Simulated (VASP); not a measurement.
Write the native input for VASP 6.6.1 that does the following.

```
Task                   : single point
Functional             : PBEsol
Potentials or basis    : VASP PAW PBE potentials, release 64 (Hf_pv)
Cutoff                 : 520 eV
k mesh                 : 4 × 4 × 4
Occupations            : gaussian, width 0.1 eV
Spin                   : no spin polarisation
Dipole correction      : no
Further INCAR settings : ALGO = Normal; EDIFF = 1e-06; NBANDS = 50
```

The structure of Hf lies in POSCAR:

```
Hf
1.0
    5.5505603071      0.0000000000      0.0000000000
    0.0000000000      5.5505603071      0.0000000000
    0.0000000000      0.0000000000      5.5505603071
Hf
8
Direct
    0.5000000000      0.5000000000      0.5000000000
    0.0000000000      0.0000000000      0.0000000000
    0.2500000000      0.0000000000      0.5000000000
    0.5000000000      0.2500000000      0.0000000000
    0.5000000000      0.7500000000      0.0000000000
    0.7500000000      0.0000000000      0.5000000000
    0.0000000000      0.5000000000      0.7500000000
    0.0000000000      0.5000000000      0.2500000000
```

The input as run:

INCAR

```
SYSTEM = Hf
PREC     = Accurate       ! precision mode
ENCUT    = 520            ! plane-wave cutoff, eV
EDIFF    = 1E-6           ! SCF threshold, eV
ISMEAR   = 0              ! smearing method
SIGMA    = 0.1            ! smearing width, eV
LREAL    = .FALSE.        ! projectors in reciprocal space
LASPH    = .TRUE.         ! aspherical terms in the spheres
NELM     = 100            ! most SCF steps
ALGO     = Normal         ! electronic algorithm
ISIF     = 2              ! what is computed and relaxed
LWAVE    = .FALSE.        ! write WAVECAR
LCHARG   = .TRUE.         ! write CHGCAR
GGA      = PS             ! functional
LELF     = .TRUE.         ! ELF
LVHAR    = .TRUE.       
NBANDS   = 50             ! bands
```

KPOINTS

```
regular mesh
0
G
  4 4 4
  0 0 0
```

Potentials or basis: VASP PAW PBE potentials, release 64 (Hf_pv).

Launch:

```sh
$ cat potpaw_PBE.64/Hf_pv/POTCAR > POTCAR
$ mpirun -np 1 vasp_std > vasp.out
```

It gave:

```json
{
  "Pressure": "-0.3 GPa",
  "Band gap on the k mesh": "zero (band 40 reaches 4.62 eV, above the bottom of band 41 at 4.12 eV)"
}
```

Caveat: the PAW data sets were made with another functional, which shifts forces and pressure a little; spin-orbit coupling is left out, which moves the levels of the heavy elements.

Wall time 43 s on 1 thread of Intel(R) Xeon(R) 6975P-C (Granite Rapids), on a shared host, peak memory 0.27 GiB.
